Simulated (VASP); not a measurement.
# PbS (P4/nmm) in VASP: further runs, part 2 of 2

VASP 6.6.1. Earlier steps stand in the parts before.

## (4) Single point, PBE (volume scaled by 0.97, then relaxed in part)

The input, INCAR:

```
ALGO = Normal
EDIFF = 1E-6
ENCUT = 520
GGA = PE
ISIF = 2
ISMEAR = 0
LASPH = True
LCHARG = False
LREAL = False
LWAVE = False
NBANDS = 28
NELM = 100
PREC = Accurate
SIGMA = 0.02
```

The input, KPOINTS:

```
k-points
0
Gamma
  8 8 6
```

The input, POSCAR:

```
PbS
1.0
    4.2051519115      0.0000000000      0.0000000000
    0.0000000000      4.2051519115      0.0000000000
    0.0000000000      0.0000000000      5.9483663414
Pb S
2 2
Direct
    0.5000000000      0.0000000000      0.7499564470
    0.0000000000      0.5000000000      0.2500435530
    0.5000000000      0.0000000000      0.2506455148
    0.0000000000      0.5000000000      0.7493544852
```

Potentials or basis: VASP PAW PBE potentials, release 64 (Pb_d, S).

Command:

```console
$ cat potpaw_PBE.64/Pb_d/POTCAR potpaw_PBE.64/S/POTCAR > POTCAR
$ mpirun -np 1 vasp_std > vasp.out
```

OUTCAR:

```text
EDIFF = 1E-6
   ENCUT = 520
   GGA = PE
   ISIF = 2
   ISMEAR = 0
   LASPH = True
   LREAL = False
   NELM = 100
   PREC = Accurate

 ion  position               nearest neighbor table
   1  0.500  0.000  0.750-   3 2.97   4 2.97   4 2.97   4 2.97   4 2.97   3 2.98
   2  0.000  0.500  0.250-   4 2.97   3 2.97   3 2.97   3 2.97   3 2.97   4 2.98
   3  0.500  0.000  0.251-   1 2.97   2 2.97   2 2.97   2 2.97   2 2.97   1 2.98
   4  0.000  0.500  0.749-   2 2.97   1 2.97   1 2.97   1 2.97   1 2.97   2 2.98

  LATTYP: Found a simple tetragonal cell.
 ALAT       =     4.2051519115
 C/A-ratio  =     1.4145425579

  Lattice vectors:

 A1 = (   4.2051519115,   0.0000000000,   0.0000000000)
 A2 = (   0.0000000000,   4.2051519115,   0.0000000000)
 A3 = (   0.0000000000,   0.0000000000,   5.9483663414)

Analysis of symmetry for initial positions (statically):
=====================================================================
 Subroutine PRICEL returns:
 Original cell was already a primitive cell.

 Routine SETGRP: Setting up the symmetry group for a
 simple tetragonal supercell.

 Subroutine GETGRP returns: Found 16 space group operations
 (whereof  8 operations were pure point group operations)
 out of a pool of 16 trial point group operations.

The static configuration has the point symmetry D_2d.
 The point group associated with its full space group is D_4h.

Analysis of symmetry for dynamics (positions and initial velocities):
=====================================================================
 Subroutine PRICEL returns:
 Original cell was already a primitive cell.

 Routine SETGRP: Setting up the symmetry group for a
 simple tetragonal supercell.

 Subroutine GETGRP returns: Found 16 space group operations
 (whereof  8 operations were pure point group operations)
 out of a pool of 16 trial point group operations.

The dynamic configuration has the point symmetry D_2d.
 The point group associated with its full space group is D_4h.
[... 122 lines left out ...]
     AMIX     =   0.40;   BMIX     =  1.00
     AMIX_MAG =   1.60;   BMIX_MAG =  1.00
  volume/ion in A,a.u.               =      26.30       177.46
  Fermi-wavevector in a.u.,A,eV,Ry     =   1.186063  2.241334 19.139937  1.406746
  Thomas-Fermi vector in A             =   2.322244
   LORBIT       =      0    0 simple, 1 ext, 2 COOP (PROOUT), +10 PAW based schemes
   GGA     = PE    functional components
   LHFCALC =     F    Hartree Fock is set to
   AEXX    =    0.0000 exact exchange contribution
   IVDW    =     0    specifies the selected vdW correction
   LEPSILON=     F    determine dielectric tensor
   LRPA    =     F    only Hartree local field effects (RPA)
 non-spin polarized calculation
 Gauss-broadening in eV      SIGMA  =   0.02
  energy-cutoff  :      520.00
  volume of cell :      105.19
 maximum number of plane-waves:      2860
 NGX is ok and might be reduce to    32
   NGX = 15   NGY = 15   NGZ = 23

 number of electron      39.9999996 magnetization

 Free energy of the ion-electron system (eV)
  ---------------------------------------------------
  ext. energy  EPLUGINS =         0.00000000
  ---------------------------------------------------
  free energy    TOTEN  =       -17.52142263 eV

  energy without entropy =      -17.52142263  energy(sigma->0) =      -17.52142263

 E-fermi :   5.8188     XC(G=0):  -9.6444

 val. band max:        5.7086836145   @ k =   0.5000   0.0000   0.5000
 cond. band min:       6.1021583764   @ k =   0.5000   0.0000   0.5000
 fundamental gap:      0.3934747620
 Fermi energy:         5.8187984306

 k-point     1 :       0.0000    0.0000    0.0000
  band No.  band energies     occupation
      1     -11.2267      2.00000
      2     -11.1196      2.00000
      3     -11.0952      2.00000
      4     -11.0952      2.00000
      5     -11.0950      2.00000
      6     -11.0786      2.00000
[... 733 lines left out ...]
     27      12.7856      0.00000
     28      12.7856      0.00000

 [... further k-points ...]

------------------------ aborting loop because EDIFF is reached ----------------------------------------

  FORCE on cell =-STRESS in cart. coord.  units (eV):
  Direction    XX          YY          ZZ          XY          YZ          ZX
  --------------------------------------------------------------------------------------
  -------------------------------------------------------------------------------------
  Total        1.1029010      1.1029010      1.1033816      0.0000000      0.0000000      0.0000000
  in kB       16.7991004     16.7991004     16.8064213      0.0000000      0.0000000      0.0000000
  external PRESSURE =      16.8015407 kB  Pullay stress =       0.0000000 kB

 VOLUME and BASIS-vectors are now :
 -----------------------------------------------------------------------------
  energy-cutoff  :      520.00
  volume of cell :      105.19
      direct lattice vectors                 reciprocal lattice vectors
     4.205151911  0.000000000  0.000000000     0.237803537  0.000000000  0.000000000
     0.000000000  4.205151911  0.000000000     0.000000000  0.237803537  0.000000000
     0.000000000  0.000000000  5.948366341     0.000000000  0.000000000  0.168113385

 POSITION                                       TOTAL-FORCE (eV/Angst)
 -----------------------------------------------------------------------------------
      2.10258      0.00000      4.46102         0.000000      0.000000     -0.000143
      0.00000      2.10258      1.48735         0.000000      0.000000      0.000143
      2.10258      0.00000      1.49093         0.000000      0.000000     -0.005260
      0.00000      2.10258      4.45743         0.000000      0.000000      0.005260
 -----------------------------------------------------------------------------------
    total drift:                                0.000000      0.000000      0.000000

  FREE ENERGIE OF THE ION-ELECTRON SYSTEM (eV)
  ---------------------------------------------------
  free  energy   TOTEN  =       -17.5214226292 eV

  energy  without entropy=      -17.5214226292  energy(sigma->0) =      -17.52142263
```

stdout:

```text
POSCAR found type information on POSCAR PbS
 POSCAR found :  2 types and       4 ions
 scaLAPACK will be used
 LDA part: xc-table for (Slater+PW92), standard interpolation
 POSCAR, INCAR and KPOINTS ok, starting setup
 FFT: planning ... GRIDC
 FFT: planning ... GRID_SOFT
 FFT: planning ... GRID
 WAVECAR not read
 entering main loop
```

It took 40 s on 1 thread of Intel Xeon 6975P-C (Granite Rapids), shared host; peak memory 0.3 GiB.

What came out:

| Property | Result |
| --- | --- |
| Free energy | -17.5214 eV |
| Pressure | 1.7 GPa |
| Largest force | 0.005 eV/Å |
| Band gap on the k mesh | 0.39 eV |

Forces on the atoms (eV/Å):
```
Pb   0.000  0.000  0.000
Pb   0.000  0.000  0.000
S    0.000  0.000 -0.005
S    0.000  0.000  0.005
```

Caveat: spin-orbit coupling is left out, which moves the levels of the heavy elements. A k mesh can miss the band edges.

## (5) The runs side by side

```csv
cell,gap on the mesh (eV),pressure (GPa),largest force (eV/Å)
"a = 4.117, b = 4.117, c = 5.823 Å, 4 atoms",0.14,6.1,-
"a = 4.161, b = 4.161, c = 5.886 Å, 4 atoms",0.28,3.7,0.01
"a = 4.205, b = 4.205, c = 5.948 Å, 4 atoms",0.39,1.7,0.01
```

Alike in all rows: task single point; level PBE; potentials or basis VASP PAW PBE potentials, release 64 (Pb_d, S); no spin polarisation; k mesh 8 × 8 × 6; cutoff (eV) 520; smearing gaussian 0.02 eV.

Caveats: spin-orbit coupling is left out, which moves the levels of the heavy elements.

Absolute energies hang on the potentials; compare differences alone.
